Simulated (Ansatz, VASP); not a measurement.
BN: VASP beside Ansatz

Contents of INCAR:

```
  PREC = Accurate
  ENCUT = 600
  EDIFF = 1E-6
  ISMEAR = 0
  SIGMA = 0.02
  LREAL = F
  LASPH = T
  NELM = 120
  ALGO = Normal
  ISIF = 2
  LWAVE = F
  LCHARG = F
  NBANDS = 11
  GGA_COMPAT = F
```

Contents of KPOINTS:

```
Automatic mesh
0
Gamma
  12 12 12
```

The input POSCAR:

```
BN
1.0
    0.0000000000      1.8076640489      1.8076640489
    1.8076640489      0.0000000000      1.8076640489
    1.8076640489      1.8076640489      0.0000000000
B N
1 1
Direct
    0.0000000000      0.0000000000      0.0000000000
    0.2500000000      0.2500000000      0.2500000000
```

Input for Ansatz:

```yaml
crystal:
  lattice:
    - [0.0, 1.8076640489, 1.8076640489]
    - [1.8076640489, 0.0, 1.8076640489]
    - [1.8076640489, 1.8076640489, 0.0]
  atoms:
    - { symbol: B, position: [0.0, 0.0, 0.0] }
    - { symbol: "N", position: [0.25, 0.25, 0.25] }
basis:
  ecutwfc: 420
kpoints:
  mp_grid: { grid: [12, 12, 12] }
hamiltonian:
  xc: lda
  pseudopotentials: { kind: paw, azcp: { folder: soft_1 } }
scf:
  occupations: { method: gaussian, width: 0.02 }
output:
  forces: true
  stress: true
  eigenvalues: true
```

Alike in both runs: task single point; functional LDA; k mesh 12 × 12 × 12; occupations gaussian, width 0.02 eV; no spin polarisation.

|  | VASP | Ansatz |
| --- | --- | --- |
| version | VASP 6.6.1 | Ansatz 0.2.0 |
| potentials or method | VASP PAW LDA potentials, release 64 (B, N), cutoff 600 eV | scalar-relativistic, plane waves, PAW |
| valence electrons in the cell | 8 | 8 |

|  | VASP | Ansatz | Ansatz less VASP |
| --- | --- | --- | --- |
| gap on the k mesh at the Fermi level (eV) | 4.34 | 4.36 | +0.012 |
| least direct gap on the mesh (eV) | 8.68 | 8.69 | +0.007 |
| pressure (GPa) | -10.4 | -11.3 | -0.86 |

Ansatz warns that its potentials were made for another functional, while VASP's fit it. LDA's correlation is that of Perdew and Zunger in VASP and of Perdew and Wang (1992) in Ansatz.
